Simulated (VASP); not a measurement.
# Al (Pm-3m) in VASP: notebook

Al is run at these levels: r2SCAN; tasks: single point, relaxation of cell and atoms.

All numbers are computed with VASP 6.6.1; they aren't measurements. Logs are shortened: lines on timing, memory, paths and dates and some standing lists are left out, and cuts for length are marked.

**1. The cell of the first run**

Symmetry: Pm-3m, No. 221, cubic system. Conventional cell: a = 2.643 Å, b = 2.643 Å, c = 2.643 Å, α = 90.00°, β = 90.00°, γ = 90.00°. Within 3.5 Å of Al (site symmetry m-3m) lie 6 Al at 2.64 Å.

This isn't the form of Al at room conditions, which is fcc.

**2. Single point, r2SCAN**

Contents of POSCAR:

```
Al
1.0
    2.6433045811      0.0000000000      0.0000000000
    0.0000000000      2.6433045811      0.0000000000
    0.0000000000      0.0000000000      2.6433045811
Al
1
Direct
    0.0000000000      0.0000000000      0.0000000000
```

Contents of INCAR.step1:

```
  PREC = Accurate
  ENCUT = 520
  ISMEAR = 0
  SIGMA = 0.05
  LREAL = False
  LASPH = True
  NELM = 60
  NBANDS = 8
  GGA = PE
  ALGO = Normal
  EDIFF = 1E-4
  LWAVE = True
  LCHARG = False
```

Contents of INCAR.step2:

```
  PREC = Accurate
  ENCUT = 520
  EDIFF = 1E-7
  ISMEAR = 0
  SIGMA = 0.05
  LREAL = False
  LASPH = True
  NELM = 60
  ALGO = Normal
  ISIF = 2
  LWAVE = False
  LCHARG = False
  METAGGA = R2SCAN
  LMIXTAU = True
  NBANDS = 8
  ISTART = 1
```

Contents of KPOINTS:

```
regular mesh
0
Gamma
  18 18 18
```

Potentials or basis: VASP PAW PBE potentials, release 64 (Al).

On the command line:

```sh
$ cat potpaw_PBE.64/Al/POTCAR > POTCAR
$ cp INCAR.step1 INCAR
$ mpirun -np 1 vasp_std > vasp.out
$ cp INCAR.step2 INCAR
$ mpirun -np 1 vasp_std > vasp.out
```

OUTCAR:

```text
PREC = Accurate
   ENCUT = 520
   EDIFF = 1E-7
   ISMEAR = 0
   LREAL = False
   LASPH = True
   NELM = 60
   ISIF = 2
   METAGGA = R2SCAN
   ISTART = 1

 ion  position               nearest neighbor table
   1  0.000  0.000  0.000-

  LATTYP: Found a simple cubic cell.
 ALAT       =     2.6433045811

  Lattice vectors:

 A1 = (   2.6433045811,   0.0000000000,   0.0000000000)
 A2 = (   0.0000000000,   2.6433045811,   0.0000000000)
 A3 = (   0.0000000000,   0.0000000000,   2.6433045811)

Analysis of symmetry for initial positions (statically):
=====================================================================
 Subroutine PRICEL returns:
 Original cell was already a primitive cell.

 Routine SETGRP: Setting up the symmetry group for a
 simple cubic supercell.

 Subroutine GETGRP returns: Found 48 space group operations
 (whereof 48 operations were pure point group operations)
 out of a pool of 48 trial point group operations.

The static configuration has the point symmetry O_h .

Analysis of symmetry for dynamics (positions and initial velocities):
=====================================================================
 Subroutine PRICEL returns:
 Original cell was already a primitive cell.

 Routine SETGRP: Setting up the symmetry group for a
 simple cubic supercell.

 Subroutine GETGRP returns: Found 48 space group operations
 (whereof 48 operations were pure point group operations)
 out of a pool of 48 trial point group operations.

The dynamic configuration has the point symmetry O_h .

 Subroutine INISYM returns: Found 48 space group operations
 (whereof 48 operations are pure point group operations),
 and found     1 'primitive' translations

----------------------------------------------------------------------------------------

                                     Primitive cell

  volume of cell :      18.4689

  direct lattice vectors                    reciprocal lattice vectors
     2.643304581  0.000000000  0.000000000     0.378314329  0.000000000  0.000000000
     0.000000000  2.643304581  0.000000000     0.000000000  0.378314329  0.000000000
     0.000000000  0.000000000  2.643304581     0.000000000  0.000000000  0.378314329

  length of vectors
     2.643304581  2.643304581  2.643304581     0.378314329  0.378314329  0.378314329

  position of ions in fractional coordinates (direct lattice)
     0.000000000  0.000000000  0.000000000

  ion indices of the primitive-cell ions
   primitive index   ion index
                 1           1

----------------------------------------------------------------------------------------

 KPOINTS: regular mesh

Automatic generation of k-mesh.
 Grid dimensions read from file:
 generate k-points for:   18   18   18

 Generating k-lattice:

  Cartesian coordinates                     Fractional coordinates (reciprocal lattice)
     0.021017463  0.000000000  0.000000000     0.055555556  0.000000000  0.000000000
     0.000000000  0.021017463  0.000000000     0.000000000  0.055555556  0.000000000
     0.000000000  0.000000000  0.021017463     0.000000000  0.000000000  0.055555556

  Length of vectors
     0.021017463  0.021017463  0.021017463

  Shift w.r.t. Gamma in fractional coordinates (k-lattice)
     0.000000000  0.000000000  0.000000000

 Subroutine IBZKPT returns following result:
 ===========================================

 Found    220 irreducible k-points:

 Following reciprocal coordinates:
            Coordinates               Weight
  0.000000  0.000000  0.000000      1.000000
  0.055556  0.000000  0.000000      6.000000
  0.111111  0.000000  0.000000      6.000000
  0.166667  0.000000  0.000000      6.000000
  0.222222  0.000000  0.000000      6.000000
  0.277778  0.000000  0.000000      6.000000
[... 16 lines left out ...]
  0.277778  0.111111  0.000000     24.000000
  0.333333  0.111111  0.000000     24.000000
 [... further k-points ...]
   k-points           NKPTS =    220   k-points in BZ     NKDIM =    220   number of bands    NBANDS=      8
   number of dos      NEDOS =    301   number of ions     NIONS =      1
   total plane-waves  NPLWV =   8000
   dimension x,y,z NGX =    20 NGY =   20 NGZ =   20
   dimension x,y,z NGXF=    40 NGYF=   40 NGZF=   40
   ions per type =               1
   NGX,Y,Z   is equivalent  to a cutoff of  12.58, 12.58, 12.58 a.u.
   NGXF,Y,Z  is equivalent  to a cutoff of  25.16, 25.16, 25.16 a.u.
 SYSTEM =  unknown system
   PREC   = accura    normal or accurate (medium, high low for compatibility)
   ISTART =      1    job   : 0-new  1-cont  2-samecut
   ICHARG =      0    charge: 1-file 2-atom 10-const
   ISPIN  =      1    spin polarized calculation?
   LNONCOLLINEAR =      F non collinear calculations
   LSORBIT =      F    spin-orbit coupling
   LASPH  =      T    aspherical Exc in radial PAW
   ENCUT  =  520.0 eV  38.22 Ry    6.18 a.u.   4.91  4.91  4.91*2*pi/ulx,y,z
   NELM   =     60;   NELMIN=  2; NELMDL=  0     # of ELM steps
   EDIFF  = 0.1E-06   stopping-criterion for ELM
   LREAL  =      F    real-space projection
   EDIFFG = 0.1E-05   stopping-criterion for IOM
   NSW    =      0    number of steps for IOM
   IBRION =     -1    ionic relax: 0-MD 1-quasi-New 2-CG
   NFREE  =      0    steps in history (QN), initial steepest desc. (CG)
   ISIF   =      2    stress and relaxation
   ISYM   =      2    0-nonsym 1-usesym 2-fastsym
   POTIM  = 0.5000    time-step for ionic-motion
   TEBEG  =    0.0;   TEEND  =   0.0 temperature during run
   PSTRESS=    0.0 pullay stress
   NELECT =       3.0000    total number of electrons
   NUPDOWN=      -1.0000    fix difference up-down
   EMIN   =  10.00;   EMAX   =-10.00  energy-range for DOS
   EFERMI =   0.00;   METHOD = LEGACY
   ISMEAR =     0;   SIGMA  =   0.05  broadening in eV -4-tet -1-fermi 0-gaus
   EFERMI_NEDOS =   21; number of points for ismear=-14 and -15
   IALGO  =     38    algorithm
   IMIX   =      4    mixing-type and parameters
     AMIX     =   0.40;   BMIX     =  1.00
     AMIX_MAG =   1.60;   BMIX_MAG =  1.00
  volume/ion in A,a.u.               =      18.47       124.63
  Fermi-wavevector in a.u.,A,eV,Ry     =   0.893240  1.687978 10.855779  0.797877
  Thomas-Fermi vector in A             =   2.015292
   LORBIT       =      0    0 simple, 1 ext, 2 COOP (PROOUT), +10 PAW based schemes
   METAGGA = R2SCAN    functional components
   LHFCALC =     F    Hartree Fock is set to
   AEXX    =    0.0000 exact exchange contribution
   IVDW    =     0    specifies the selected vdW correction
   LEPSILON=     F    determine dielectric tensor
   LRPA    =     F    only Hartree local field effects (RPA)
 non-spin polarized calculation
 Gauss-broadening in eV      SIGMA  =   0.05
  energy-cutoff  :      520.00
  volume of cell :       18.47
 maximum number of plane-waves:       512
 NGX is ok and might be reduce to    20
   NGX =  9   NGY =  9   NGZ =  9

 number of electron       3.0000000 magnetization

 Free energy of the ion-electron system (eV)
  ---------------------------------------------------
  ext. energy  EPLUGINS =         0.00000000
  ---------------------------------------------------
  free energy    TOTEN  =        -6.26102888 eV

  energy without entropy =       -6.26006142  energy(sigma->0) =       -6.26054515

 E-fermi :   6.3956     XC(G=0): -10.3416

 val. band max:        6.3913621649   @ k =   0.3333   0.2222   0.0556
 cond. band min:       6.4267969738   @ k =   0.3889   0.2778   0.2222
 fundamental gap:      0.0354348089
 Fermi energy:         6.3955572174

 k-point     1 :       0.0000    0.0000    0.0000
  band No.  band energies     occupation
      1      -4.2522      2.00000
      2      15.0544      0.00000
      3      15.0544      0.00000
      4      16.9097      0.00000
      5      16.9097      0.00000
      6      16.9097      0.00000
      7      24.7096      0.00000
      8      33.1477      0.00000

 k-point     2 :       0.0556    0.0000    0.0000
  band No.  band energies     occupation
      1      -4.1832      2.00000
      2      13.9249      0.00000
      3      15.1130      0.00000
      4      16.9671      0.00000
      5      16.9671      0.00000
      6      17.9273      0.00000
      7      24.9723      0.00000
      8      32.5796      0.00000

 k-point     3 :       0.1111    0.0000    0.0000
  band No.  band energies     occupation
      1      -3.9763      2.00000
      2      12.1748      0.00000
      3      15.2874      0.00000
      4      17.1393      0.00000
      5      17.1393      0.00000
      6      19.3244      0.00000
      7      25.7692      0.00000
      8      31.2861      0.00000

 k-point     4 :       0.1667    0.0000    0.0000
  band No.  band energies     occupation
      1      -3.6322      2.00000
      2      10.3842      0.00000
      3      15.5725      0.00000
      4      17.4263      0.00000
      5      17.4263      0.00000
      6      20.5243      0.00000
      7      27.0652      0.00000
      8      29.7579      0.00000

 k-point     5 :       0.2222    0.0000    0.0000
  band No.  band energies     occupation
      1      -3.1524      2.00000
      2       8.6366      0.00000
      3      15.9583      0.00000
      4      17.8279      0.00000
      5      17.8279      0.00000
      6      21.5328      0.00000
      7      28.2031      0.00000
      8      28.2031      0.00000
[... 177 lines left out ...]
 k-point    22 :       0.2222    0.1111    0.0000
  band No.  band energies     occupation
      1      -2.8782      2.00000
      2       8.8352      0.00000
      3      13.4274      0.00000
      4      18.0554      0.00000
      5      18.8378      0.00000
      6      23.4270      0.00000
      7      25.5596      0.00000
      8      28.3530      0.00000

 k-point    23 :       0.2778    0.1111    0.0000
  band No.  band energies     occupation
      1      -2.2656      2.00000
      2       7.1945      0.00000
      3      13.9263      0.00000
      4      18.5696      0.00000
      5      19.2699      0.00000
      6      23.8549      0.00000
      7      24.5759      0.00000
      8      26.8799      0.00000

 k-point    24 :       0.3333    0.1111    0.0000
  band No.  band energies     occupation
      1      -1.5224      2.00000
      2       5.6310      2.00000
      3      14.5334      0.00000
      4      19.1957      0.00000
      5      19.6221      0.00000
      6      22.8208      0.00000
      7      25.1524      0.00000
      8      25.4835      0.00000

 [... further k-points ...]
[... 5 lines left out ...]
  --------------------------------------------------------------------------------------
  -------------------------------------------------------------------------------------
  Total        0.5581148      0.5581148      0.5581148      0.0000000     -0.0000000     -0.0000000
  in kB       48.4163963     48.4163963     48.4163963      0.0000000     -0.0000000     -0.0000000
  external PRESSURE =      48.4163963 kB  Pullay stress =       0.0000000 kB

 VOLUME and BASIS-vectors are now :
 -----------------------------------------------------------------------------
  energy-cutoff  :      520.00
  volume of cell :       18.47
      direct lattice vectors                 reciprocal lattice vectors
     2.643304581  0.000000000  0.000000000     0.378314329  0.000000000  0.000000000
     0.000000000  2.643304581  0.000000000     0.000000000  0.378314329  0.000000000
     0.000000000  0.000000000  2.643304581     0.000000000  0.000000000  0.378314329

 POSITION                                       TOTAL-FORCE (eV/Angst)
 -----------------------------------------------------------------------------------
      0.00000      0.00000      0.00000         0.000000      0.000000      0.000000
 -----------------------------------------------------------------------------------
    total drift:                               -0.000000     -0.000000     -0.000000

  FREE ENERGIE OF THE ION-ELECTRON SYSTEM (eV)
  ---------------------------------------------------
  free  energy   TOTEN  =        -6.2610288754 eV

  energy  without entropy=       -6.2600614191  energy(sigma->0) =       -6.26054515
```

It took 65 s on 1 thread of AMD EPYC 9R45 (Zen 5), shared host; peak memory 0.11 GiB.

What came out:

- Free energy: -6.2610 eV
- Pressure: 4.8 GPa
- Band gap on the k mesh: zero (an odd number of electrons rules out a gap without spin polarisation)

Caveat: the cell stands under pressure; the PAW data sets were made with another functional, which shifts forces and pressure a little.

[end of part 1 of 2]
